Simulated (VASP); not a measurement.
The system is TiHg.

```
CELL_PARAMETERS angstrom
2.92865 0.00000 0.00000
0.00000 2.92865 0.00000
0.00000 0.00000 4.02589
ATOMIC_POSITIONS crystal
Ti 0.50000 0.50000 0.50000
Hg 0.00000 0.00000 0.00000
```

Base run:

```yaml
Program: VASP 6.6.1
Functional: LDA
Potentials_or_basis: VASP PAW LDA potentials, release 64 (Ti_sv, Hg)
Cutoff: 520 eV
k_mesh: 14 × 14 × 10
Occupations: gaussian, width 0.1 eV
Spin: no spin polarisation
```

Its results: band gap on the k mesh zero (band 12 reaches 7.62 eV, above the bottom of band 13 at 6.34 eV); pressure 1.1 GPa.

**Question.** The run is repeated on the same cell with these changes: potentials or basis from VASP PAW LDA potentials, release 64 (Ti_sv, Hg) to VASP PAW LDA potentials, release 64 (Ti_sv, Hg_sv_GW); cutoff from 520 eV to 500 eV; further incar settings from ALGO = Normal; EDIFF = 1e-07; NBANDS = 19 to ALGO = Normal; EDIFF = 1e-06; NBANDS = 23; valence electrons from 24 to 32. What comes out?

**Answer.** Band gap on the k mesh zero (band 16 reaches 9.75 eV, above the bottom of band 17 at 8.46 eV); pressure -0.4 GPa.

Caveats: spin-orbit coupling is left out, which moves the levels of the heavy elements.
